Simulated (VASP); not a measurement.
The system is TiC (rocksalt type).

```xyz
2
Lattice="0.0000 2.1544 2.1544 2.1544 0.0000 2.1544 2.1544 2.1544 0.0000" Properties=species:S:1:pos:R:3 pbc="T T T"
Ti    0.0000    0.0000    0.0000
C     2.1544    2.1544    2.1544
```

* Program: VASP 6.6.1
* Task: relaxation of cell and atoms
* Functional: PBE
* Potentials or basis: VASP PAW PBE potentials, release 64 (Ti_sv, C)
* Cutoff: 600 eV
* k mesh: 16 × 16 × 16
* Occupations: fermi-dirac, width 0.05 eV
* Spin: no spin polarisation

At the start: pressure 4.4 GPa; volume 10.00 Å³/atom.

Problem. Where does the relaxation end?

Solution. Over 3 steps the energy falls by 2.4 meV/atom and the volume is 10.17 Å³/atom (+1.7 %); space group Fm-3m (No. 225, to 0.1 Å) before and after.

The path:
```tsv
step	energy change (eV)	largest force (eV/Å)	pressure (GPa)	volume (Å³)
1	0.0000	0.0000	4.43	20.00
2	0.0031	0.0000	-5.34	20.81
3	-0.0047	0.0000	-0.02	20.35
```

Final structure:
```
Ti C
1.0
     0.00000    2.16691    2.16691
     2.16691    0.00000    2.16691
     2.16691    2.16691    0.00000
Ti C
1 1
Direct
  0.00000 0.00000 0.00000
  0.50000 0.50000 0.50000
```
